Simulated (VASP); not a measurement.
Slab: F, a slab with vacuum.

```
F
1.0
    11.00000    0.00000    0.00000
     0.00000   11.50000    0.00000
     0.00000    0.00000   12.00000
F
2
Cartesian
  5.5000 5.7500 5.3010
  5.5000 5.7500 6.6990
```

Program: VASP 6.6.1. Alike in all runs: task single point; potentials or basis VASP PAW PBE potentials, release 64 (F); no spin polarisation; cell as given; k mesh 1 × 1 × 1; cutoff (eV) 520; smearing fermi-dirac 0.05 eV.

**Question.** Order these runs on this cell by their band gap on the k mesh, lowest first.
A. level PBE
B. level HSE06; grid for exact exchange (PRECFOCK) Normal; screening parameter 0.2079 1/Å
C. level r2SCAN

**Answer.** A (3.73 eV), C (4.65 eV), B (7.10 eV).

A k mesh can miss the band edges.
